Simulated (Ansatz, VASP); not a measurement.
# LiCl: VASP beside Ansatz

The input INCAR:

```
SYSTEM = LiCl
PREC = Accurate
ENCUT = 520
EDIFF = 1E-7
ISMEAR = -1
SIGMA = 0.02
LREAL = .False.
LASPH = .True.
NELM = 100
ALGO = Normal
ISIF = 2
LWAVE = .False.
LCHARG = .True.
GGA = PE
LELF = .True.
LVHAR = .True.
NBANDS = 18
```

File KPOINTS:

```
Automatic mesh
0
Gamma
  12 12 6
  0 0 0
```

The input POSCAR:

```
LiCl
1.0
    4.2230531480      0.0000000000      0.0000000000
   -2.1115265740      3.6572713077      0.0000000000
    0.0000000000      0.0000000000      5.3094642403
Li Cl
2 2
Direct
    0.3333333333      0.6666666667      0.2500000000
    0.6666666667      0.3333333333      0.7500000000
    0.6666666667      0.3333333333      0.2500000000
    0.3333333333      0.6666666667      0.7500000000
```

Input for Ansatz:

```yaml
crystal:
  lattice:
    - [4.223053148, 0.0, 0.0]
    - [-2.111526574, 3.6572713077, 0.0]
    - [0.0, 0.0, 5.3094642403]
  atoms:
    - { symbol: Li, position: [0.3333333333, 0.6666666667, 0.25] }
    - { symbol: Li, position: [0.6666666667, 0.3333333333, 0.75] }
    - { symbol: Cl, position: [0.6666666667, 0.3333333333, 0.25] }
    - { symbol: Cl, position: [0.3333333333, 0.6666666667, 0.75] }
kpoints:
  mp_grid: { grid: [12, 12, 6] }
  band_path:
    path:
      - [0.0, 0.0, 0.0]
      - [0.5, 0.0, 0.0]
      - [0.3333333333, 0.3333333333, 0.0]
      - [0.0, 0.0, 0.5]
      - [0.5, 0.0, 0.5]
      - [0.3333333333, 0.3333333333, 0.5]
    npoints: 1
hamiltonian:
  xc: pbe
scf:
  occupations: { method: fermi_dirac, width: 0.02 }
  n_extra_bands: 5
output:
  forces: true
  stress: true
  eigenvalues: true
```

Change from the starting cell: hydrostatic strain +1.5%.

Alike in both runs: task single point; functional PBE; k mesh 12 × 12 × 6; occupations fermi-dirac, width 0.02 eV; no spin polarisation.

```csv
,VASP,Ansatz
version,VASP 6.6.1,Ansatz 0.2.0
potentials or method,"VASP PAW PBE potentials, release 64 (Li_sv, Cl)","plane waves, PAW"
plane-wave cutoff (eV),520,420
valence electrons in the cell,20,20
```

```csv
,VASP,Ansatz,Ansatz less VASP
gap on the k mesh at the Fermi level (eV),5.53,5.52,-0.007
```

The functional is the same, so the differences come from potentials, cutoffs and numerics.

Noted on VASP's run: the cutoff is short for stress, so the pressure is rough.
